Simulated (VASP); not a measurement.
# BaTiO3 (P4mm) in VASP: further runs

Aim: see how the results for BaTiO3 move with the level of theory and the settings. Levels: PBE, r2SCAN. Tasks: electric field gradients.

Program: VASP 6.6.1. These are calculated values, not measurements. Logs are shortened: lines on timing, memory, paths and dates and some standing lists are left out, and cuts for length are marked.

## (1) The cell of the first run

Symmetry: P4mm, No. 99, tetragonal system. The conventional cell has a = 4.000 Å, b = 4.000 Å, c = 4.018 Å, α = 90.00°, β = 90.00°, γ = 90.00°. Within 3.7 Å of Ba (site symmetry 4mm) lie 12 O at 2.79 to 2.88 Å and 8 Ti at 3.45 to 3.49 Å. Ti (site symmetry 4mm) has 6 O at 1.89 to 2.13 Å within 2.5 Å. O (site symmetry 4mm) has 2 Ti at 1.89 to 2.13 Å within 2.5 Å. Within 2.7 Å of O (site symmetry 2mm) lie 2 Ti at 2.00 Å.

## (2) Electric field gradients, PBE

File INCAR:

```
  PREC = Accurate
  ENCUT = 520
  EDIFF = 1E-8
  ISMEAR = -1
  SIGMA = 0.02
  LREAL = F
  LASPH = T
  NELM = 80
  ALGO = Normal
  ISIF = 2
  LWAVE = F
  LCHARG = F
  GGA = PE
  LEFG = T
  NBANDS = 28
```

File KPOINTS:

```
regular mesh
0
Gamma
  6 6 6
```

File POSCAR:

```
BaTiO3
1.0
    3.9998000000      0.0000000000      0.0000000000
    0.0000000000      3.9998000000      0.0000000000
    0.0000000000      0.0000000000      4.0180000000
Ba Ti O
1 1 3
Direct
    0.0000000000      0.0000000000      0.0000000000
    0.5000000000      0.5000000000      0.4900000000
    0.5000000000      0.5000000000      0.0190000000
    0.5000000000      0.0000000000      0.5170000000
    0.0000000000      0.5000000000      0.5170000000
```

Potentials or basis: VASP PAW PBE potentials, release 64 (Ba_sv, Ti_sv, O).

On the command line:

```
cat potpaw_PBE.64/Ba_sv/POTCAR potpaw_PBE.64/Ti_sv/POTCAR potpaw_PBE.64/O/POTCAR > POTCAR
mpirun -np 1 vasp_std > vasp.out
```

OUTCAR:

```text
PREC = Accurate
   ENCUT = 520
   EDIFF = 1E-8
   ISMEAR = -1
   LREAL = F
   LASPH = T
   NELM = 80
   ISIF = 2
   GGA = PE

 ion  position               nearest neighbor table
   1  0.000  0.000  0.000-   4 2.79   5 2.79   5 2.79   4 2.79   3 2.83   3 2.83   3 2.83   3 2.83
                             4 2.88   5 2.88   5 2.88   4 2.88   2 3.45   2 3.45   2 3.45   2 3.45
   2  0.500  0.500  0.490-   3 1.89   4 2.00   5 2.00   4 2.00   5 2.00   3 2.13   1 3.45   1 3.45
                             1 3.45   1 3.45   1 3.49   1 3.49   1 3.49   1 3.49
   3  0.500  0.500  0.019-   2 1.89   2 2.13   1 2.83   1 2.83   1 2.83   1 2.83
   4  0.500  0.000  0.517-   2 2.00   2 2.00   1 2.79   1 2.79   1 2.88   1 2.88
   5  0.000  0.500  0.517-   2 2.00   2 2.00   1 2.79   1 2.79   1 2.88   1 2.88

  LATTYP: Found a simple tetragonal cell.
 ALAT       =     3.9998000000
 C/A-ratio  =     1.0045502275

  Lattice vectors:

 A1 = (   3.9998000000,   0.0000000000,   0.0000000000)
 A2 = (   0.0000000000,   3.9998000000,   0.0000000000)
 A3 = (   0.0000000000,   0.0000000000,   4.0180000000)

Analysis of symmetry for initial positions (statically):
=====================================================================
 Subroutine PRICEL returns:
 Original cell was already a primitive cell.

 Routine SETGRP: Setting up the symmetry group for a
 simple tetragonal supercell.

 Subroutine GETGRP returns: Found  8 space group operations
 (whereof  8 operations were pure point group operations)
 out of a pool of 16 trial point group operations.

The static configuration has the point symmetry C_4v.

Analysis of symmetry for dynamics (positions and initial velocities):
=====================================================================
 Subroutine PRICEL returns:
 Original cell was already a primitive cell.

 Routine SETGRP: Setting up the symmetry group for a
 simple tetragonal supercell.

 Subroutine GETGRP returns: Found  8 space group operations
 (whereof  8 operations were pure point group operations)
 out of a pool of 16 trial point group operations.

The dynamic configuration has the point symmetry C_4v.

 Subroutine INISYM returns: Found  8 space group operations
 (whereof  8 operations are pure point group operations),
 and found     1 'primitive' translations

----------------------------------------------------------------------------------------

                                     Primitive cell

  volume of cell :      64.2816

  direct lattice vectors                    reciprocal lattice vectors
     3.999800000  0.000000000  0.000000000     0.250012501  0.000000000  0.000000000
     0.000000000  3.999800000  0.000000000     0.000000000  0.250012501  0.000000000
     0.000000000  0.000000000  4.018000000     0.000000000  0.000000000  0.248880040

  length of vectors
     3.999800000  3.999800000  4.018000000     0.250012501  0.250012501  0.248880040

  position of ions in fractional coordinates (direct lattice)
     0.000000000  0.000000000  0.000000000
     0.500000000  0.500000000  0.490000000
     0.500000000  0.500000000  0.019000000
     0.500000000  0.000000000  0.517000000
     0.000000000  0.500000000  0.517000000

  ion indices of the primitive-cell ions
   primitive index   ion index
                 1           1
                 2           2
                 3           3
                 4           4
                 5           5

----------------------------------------------------------------------------------------

 KPOINTS: regular mesh

Automatic generation of k-mesh.
 Grid dimensions read from file:
 generate k-points for:    6    6    6

 Generating k-lattice:

  Cartesian coordinates                     Fractional coordinates (reciprocal lattice)
     0.041668750  0.000000000  0.000000000     0.166666667  0.000000000  0.000000000
     0.000000000  0.041668750  0.000000000     0.000000000  0.166666667  0.000000000
     0.000000000  0.000000000  0.041480007     0.000000000  0.000000000  0.166666667

  Length of vectors
[... 45 lines left out ...]
 SYSTEM =  unknown system
   PREC   = accura    normal or accurate (medium, high low for compatibility)
   ISTART =      0    job   : 0-new  1-cont  2-samecut
   ICHARG =      2    charge: 1-file 2-atom 10-const
   ISPIN  =      1    spin polarized calculation?
   LNONCOLLINEAR =      F non collinear calculations
   LSORBIT =      F    spin-orbit coupling
   LASPH  =      T    aspherical Exc in radial PAW
   ENCUT  =  520.0 eV  38.22 Ry    6.18 a.u.   7.44  7.44  7.47*2*pi/ulx,y,z
   NELM   =     80;   NELMIN=  2; NELMDL= -5     # of ELM steps
   EDIFF  = 0.1E-07   stopping-criterion for ELM
   LREAL  =      F    real-space projection
   EDIFFG = 0.1E-06   stopping-criterion for IOM
   NSW    =      0    number of steps for IOM
   IBRION =     -1    ionic relax: 0-MD 1-quasi-New 2-CG
   NFREE  =      0    steps in history (QN), initial steepest desc. (CG)
   ISIF   =      2    stress and relaxation
   ISYM   =      2    0-nonsym 1-usesym 2-fastsym
   POTIM  = 0.5000    time-step for ionic-motion
   TEBEG  =    0.0;   TEEND  =   0.0 temperature during run
   PSTRESS=    0.0 pullay stress
   NELECT =      40.0000    total number of electrons
   NUPDOWN=      -1.0000    fix difference up-down
   EMIN   =  10.00;   EMAX   =-10.00  energy-range for DOS
   EFERMI =   0.00;   METHOD = LEGACY
   ISMEAR =    -1;   SIGMA  =   0.02  broadening in eV -4-tet -1-fermi 0-gaus
   EFERMI_NEDOS =   21; number of points for ismear=-14 and -15
   IALGO  =     38    algorithm
   IMIX   =      4    mixing-type and parameters
     AMIX     =   0.40;   BMIX     =  1.00
     AMIX_MAG =   1.60;   BMIX_MAG =  1.00
  volume/ion in A,a.u.               =      12.86        86.76
  Fermi-wavevector in a.u.,A,eV,Ry     =   1.397653  2.641181 26.578078  1.953434
  Thomas-Fermi vector in A             =   2.520888
   LORBIT       =      0    0 simple, 1 ext, 2 COOP (PROOUT), +10 PAW based schemes
   GGA     = PE    functional components
   LHFCALC =     F    Hartree Fock is set to
   AEXX    =    0.0000 exact exchange contribution
   IVDW    =     0    specifies the selected vdW correction
   LEPSILON=     F    determine dielectric tensor
   LRPA    =     F    only Hartree local field effects (RPA)
 non-spin polarized calculation
  energy-cutoff  :      520.00
  volume of cell :       64.28
 maximum number of plane-waves:      1751
 NGX is ok and might be reduce to    30
   NGX = 15   NGY = 15   NGZ = 15

 number of electron      39.9999977 magnetization

 Free energy of the ion-electron system (eV)
  ---------------------------------------------------
  ext. energy  EPLUGINS =         0.00000000
  ---------------------------------------------------
  free energy    TOTEN  =       -39.98206469 eV

  energy without entropy =      -39.98206469  energy(sigma->0) =      -39.98206469

 E-fermi :   4.3320     XC(G=0): -11.2422

 val. band max:        3.8480307166   @ k =   0.5000   0.5000   0.5000
 cond. band min:       5.6184751940   @ k =   0.0000   0.0000   0.0000
 fundamental gap:      1.7704444773
 Fermi energy:         4.3320176627

 k-point     1 :       0.0000    0.0000    0.0000
  band No.  band energies     occupation
      1     -52.7548      2.00000
      2     -28.9957      2.00000
      3     -28.9659      2.00000
      4     -28.9659      2.00000
      5     -21.0129      2.00000
      6     -13.0749      2.00000
[... 733 lines left out ...]
     27      11.9731      0.00000
     28      13.2604      0.00000

 [... further k-points ...]
[... 5 lines left out ...]
  --------------------------------------------------------------------------------------
  -------------------------------------------------------------------------------------
  Total        1.5639576      1.5639576      1.9411598      0.0000000      0.0000000      0.0000000
  in kB       38.9806496     38.9806496     48.3821745      0.0000000      0.0000000      0.0000000
  external PRESSURE =      42.1144912 kB  Pullay stress =       0.0000000 kB

 VOLUME and BASIS-vectors are now :
 -----------------------------------------------------------------------------
  energy-cutoff  :      520.00
  volume of cell :       64.28
      direct lattice vectors                 reciprocal lattice vectors
     3.999800000  0.000000000  0.000000000     0.250012501  0.000000000  0.000000000
     0.000000000  3.999800000  0.000000000     0.000000000  0.250012501  0.000000000
     0.000000000  0.000000000  4.018000000     0.000000000  0.000000000  0.248880040

 POSITION                                       TOTAL-FORCE (eV/Angst)
 -----------------------------------------------------------------------------------
      0.00000      0.00000      0.00000        -0.000000     -0.000000      0.075382
      1.99990      1.99990      1.96882        -0.000000      0.000000     -0.117415
      1.99990      1.99990      0.07634        -0.000000     -0.000000      0.274670
      1.99990      0.00000      2.07731        -0.000000     -0.000000     -0.116319
      0.00000      1.99990      2.07731         0.000000     -0.000000     -0.116319
 -----------------------------------------------------------------------------------
    total drift:                                0.000000      0.000000      0.000153

  FREE ENERGIE OF THE ION-ELECTRON SYSTEM (eV)
  ---------------------------------------------------
  free  energy   TOTEN  =       -39.9820646885 eV

  energy  without entropy=      -39.9820646885  energy(sigma->0) =      -39.98206469

 Electric field gradients (V/A^2)
---------------------------------------------------------------------
 ion       V_xx      V_yy      V_zz      V_xy      V_xz      V_yz
---------------------------------------------------------------------
   1       1.243     1.243    -2.486    -0.000     0.000    -0.000
   2       0.110     0.110    -0.221    -0.000    -0.000     0.000
   3      -9.553    -9.553    19.106    -0.000     0.000    -0.000
   4     -13.071    26.605   -13.535    -0.000     0.000     0.000
   5      26.605   -13.071   -13.535     0.000    -0.000    -0.000
---------------------------------------------------------------------

 Electric field gradients after diagonalization (V/A^2)
 (convention: |V_zz| > |V_xx| > |V_yy|)
----------------------------------------------------------------------
 ion       V_xx      V_yy      V_zz     asymmetry (V_yy - V_xx)/ V_zz
----------------------------------------------------------------------
   1       1.243     1.243    -2.486       0.000
   2       0.110     0.110    -0.221       0.000
   3      -9.553    -9.553    19.106       0.000
   4     -13.535   -13.071    26.605       0.017
   5     -13.535   -13.071    26.605       0.017
----------------------------------------------------------------------

           NMR quadrupolar parameters

 Cq : quadrupolar parameter    Cq=e*Q*V_zz/h
 eta: asymmetry parameters     (V_yy - V_xx)/ V_zz
 Q  : nuclear electric quadrupole moment in mb (millibarn)
----------------------------------------------------------------------
 ion       Cq(MHz)       eta       Q (mb)
----------------------------------------------------------------------
   1      -0.006       0.000       1.000
   2      -0.001       0.000       1.000
   3       0.046       0.000       1.000
   4       0.064       0.017       1.000
   5       0.064       0.017       1.000
----------------------------------------------------------------------
```

It took 82 s on 1 thread of Intel Xeon 6975P-C, shared host; peak memory 0.22 GiB.

What came out:

```yaml
Free_energy: -39.9821 eV
Pressure: 4.2 GPa
Largest_force: 0.275 eV/Å
Band_gap_on_the_k_mesh: 1.77 eV, indirect (least direct gap 2.06 eV)
```

Forces on the atoms (eV/Å):
```
Ba   0.000  0.000  0.075
Ti   0.000  0.000 -0.117
O    0.000  0.000  0.275
O    0.000  0.000 -0.116
O    0.000  0.000 -0.116
```

Electric field gradients, principal values (V/Å²):
| atom | least | middle | greatest (by size) |
| --- | --- | --- | --- |
| 1 Ba | 1.243 | 1.243 | -2.486 |
| 2 Ti | 0.110 | 0.110 | -0.221 |
| 3 O | -9.553 | -9.553 | 19.106 |
| 4 O | -13.071 | -13.535 | 26.605 |
| 5 O | -13.071 | -13.535 | 26.605 |

Caveat: without QUAD_EFG the Cq values of the log hold for a quadrupole moment of 1 mb, not for the nuclei; spin-orbit coupling is left out, which moves the levels of the heavy elements. A k mesh can miss the band edges.

## (3) Electric field gradients, r2SCAN

File POSCAR:

```
BaTiO3
1.0
    3.9998000000      0.0000000000      0.0000000000
    0.0000000000      3.9998000000      0.0000000000
    0.0000000000      0.0000000000      4.0180000000
Ba Ti O
1 1 3
Direct
    0.0000000000      0.0000000000      0.0000149102
    0.5000000000      0.5000000000      0.4856410271
    0.5000000000      0.5000000000      0.0253108651
    0.5000000000      0.0000000000      0.5160165988
    0.0000000000      0.5000000000      0.5160165988
```

File INCAR.step1:

```
SYSTEM = BaTiO3
PREC = Accurate
ENCUT = 520
ISMEAR = -1
SIGMA = 0.02
LREAL = .FALSE.
LASPH = .TRUE.
NELM = 80
NBANDS = 28
GGA = PE
ALGO = Normal
EDIFF = 1E-4
LWAVE = .TRUE.
LCHARG = .FALSE.
```

File INCAR.step2:

```
SYSTEM = BaTiO3
PREC = Accurate
ENCUT = 520
EDIFF = 1E-8
ISMEAR = -1
SIGMA = 0.02
LREAL = .FALSE.
LASPH = .TRUE.
NELM = 80
ALGO = Normal
ISIF = 2
LWAVE = .FALSE.
LCHARG = .FALSE.
METAGGA = R2SCAN
LMIXTAU = .TRUE.
LEFG = .TRUE.
NBANDS = 28
ISTART = 1
```

File KPOINTS:

```
regular mesh
0
G
  6 6 6
  0 0 0
```

Potentials or basis: VASP PAW PBE potentials, release 64 (Ba_sv, Ti_sv, O).

On the command line:

```
cat potpaw_PBE.64/Ba_sv/POTCAR potpaw_PBE.64/Ti_sv/POTCAR potpaw_PBE.64/O/POTCAR > POTCAR
cp INCAR.step1 INCAR
mpirun -np 1 vasp_std > vasp.out
cp INCAR.step2 INCAR
mpirun -np 1 vasp_std > vasp.out
```

OUTCAR:

```text
SYSTEM = BaTiO3
   PREC = Accurate
   ENCUT = 520
   EDIFF = 1E-8
   ISMEAR = -1
   LREAL = .FALSE.
   LASPH = .TRUE.
   NELM = 80
   ISIF = 2
   METAGGA = R2SCAN
   ISTART = 1

 ion  position               nearest neighbor table
   1  0.000  0.000  0.000-   4 2.79   5 2.79   5 2.79   4 2.79   3 2.83   3 2.83   3 2.83   3 2.83
                             4 2.88   5 2.88   5 2.88   4 2.88   2 3.44   2 3.44   2 3.44   2 3.44
   2  0.500  0.500  0.486-   3 1.85   4 2.00   5 2.00   4 2.00   5 2.00   3 2.17   1 3.44   1 3.44
                             1 3.44   1 3.44   1 3.50   1 3.50   1 3.50   1 3.50
   3  0.500  0.500  0.025-   2 1.85   2 2.17   1 2.83   1 2.83   1 2.83   1 2.83
   4  0.500  0.000  0.516-   2 2.00   2 2.00   1 2.79   1 2.79   1 2.88   1 2.88
   5  0.000  0.500  0.516-   2 2.00   2 2.00   1 2.79   1 2.79   1 2.88   1 2.88

  LATTYP: Found a simple tetragonal cell.
 ALAT       =     3.9998000000
 C/A-ratio  =     1.0045502275

  Lattice vectors:

 A1 = (   3.9998000000,   0.0000000000,   0.0000000000)
 A2 = (   0.0000000000,   3.9998000000,   0.0000000000)
 A3 = (   0.0000000000,   0.0000000000,   4.0180000000)

Analysis of symmetry for initial positions (statically):
=====================================================================
 Subroutine PRICEL returns:
 Original cell was already a primitive cell.
[... 956 lines left out ...]
    total drift:                                0.000000      0.000000     -0.003274

  FREE ENERGIE OF THE ION-ELECTRON SYSTEM (eV)
  ---------------------------------------------------
  free  energy   TOTEN  =       -74.2490409235 eV

  energy  without entropy=      -74.2490409235  energy(sigma->0) =      -74.24904092

 Electric field gradients (V/A^2)
---------------------------------------------------------------------
 ion       V_xx      V_yy      V_zz      V_xy      V_xz      V_yz
---------------------------------------------------------------------
   1       3.549     3.549    -7.099     0.000    -0.000    -0.000
   2       0.432     0.432    -0.864    -0.000    -0.000     0.000
   3      -9.582    -9.582    19.164    -0.000    -0.000     0.000
   4     -15.412    31.563   -16.151     0.000     0.000    -0.000
   5      31.563   -15.412   -16.151     0.000     0.000    -0.000
---------------------------------------------------------------------

 Electric field gradients after diagonalization (V/A^2)
 (convention: |V_zz| > |V_xx| > |V_yy|)
----------------------------------------------------------------------
 ion       V_xx      V_yy      V_zz     asymmetry (V_yy - V_xx)/ V_zz
----------------------------------------------------------------------
   1       3.549     3.549    -7.099       0.000
   2       0.432     0.432    -0.864       0.000
   3      -9.582    -9.582    19.164       0.000
   4     -16.151   -15.412    31.563       0.023
   5     -16.151   -15.412    31.563       0.023
----------------------------------------------------------------------

           NMR quadrupolar parameters

 Cq : quadrupolar parameter    Cq=e*Q*V_zz/h
 eta: asymmetry parameters     (V_yy - V_xx)/ V_zz
 Q  : nuclear electric quadrupole moment in mb (millibarn)
----------------------------------------------------------------------
 ion       Cq(MHz)       eta       Q (mb)
----------------------------------------------------------------------
   1      -0.017       0.000       1.000
   2      -0.002       0.000       1.000
   3       0.046       0.000       1.000
   4       0.076       0.023       1.000
   5       0.076       0.023       1.000
----------------------------------------------------------------------
```

OUTCAR.step1:

```text
SYSTEM = BaTiO3
   PREC = Accurate
   ENCUT = 520
   ISMEAR = -1
   LREAL = .FALSE.
   LASPH = .TRUE.
[... 979 lines left out ...]
      1.99990      1.99990      0.10170         0.000000      0.000000     -0.070322
      1.99990      0.00000      2.07335         0.000000      0.000000     -0.010206
      0.00000      1.99990      2.07335         0.000000      0.000000     -0.010206
 -----------------------------------------------------------------------------------
    total drift:                                0.000000      0.000000     -0.005373

  FREE ENERGIE OF THE ION-ELECTRON SYSTEM (eV)
  ---------------------------------------------------
  free  energy   TOTEN  =       -39.9864576494 eV

  energy  without entropy=      -39.9864576494  energy(sigma->0) =      -39.98645765
```

It took 4.7 min on 1 thread of Intel Xeon 6975P-C, shared host; peak memory 0.22 GiB.

Results:

- Free energy: -74.2490 eV
- Pressure: 2.0 GPa
- Largest force: 0.088 eV/Å
- Band gap on the k mesh: 2.19 eV, indirect (least direct gap 2.54 eV)

Forces in eV/Å, atoms in the order of the input:
```
Ba   0.000  0.000  0.037
Ti   0.000  0.000  0.088
O    0.000  0.000 -0.031
O    0.000  0.000 -0.047
O    0.000  0.000 -0.047
```

Stress tensor (GPa, compression positive):
```
1.09 0.00 0.00
0.00 1.09 0.00
0.00 0.00 3.70
```

Electric field gradients, principal values (V/Å²):
```tsv
atom	least	middle	greatest (by size)
1 Ba	3.549	3.549	-7.099
2 Ti	0.432	0.432	-0.864
3 O	-9.582	-9.582	19.164
4 O	-15.412	-16.151	31.563
5 O	-15.412	-16.151	31.563
```

Caveat: without QUAD_EFG the Cq values of the log hold for a quadrupole moment of 1 mb, not for the nuclei; the PAW data sets were made with another functional, which shifts forces and pressure a little; spin-orbit coupling is left out, which moves the levels of the heavy elements.
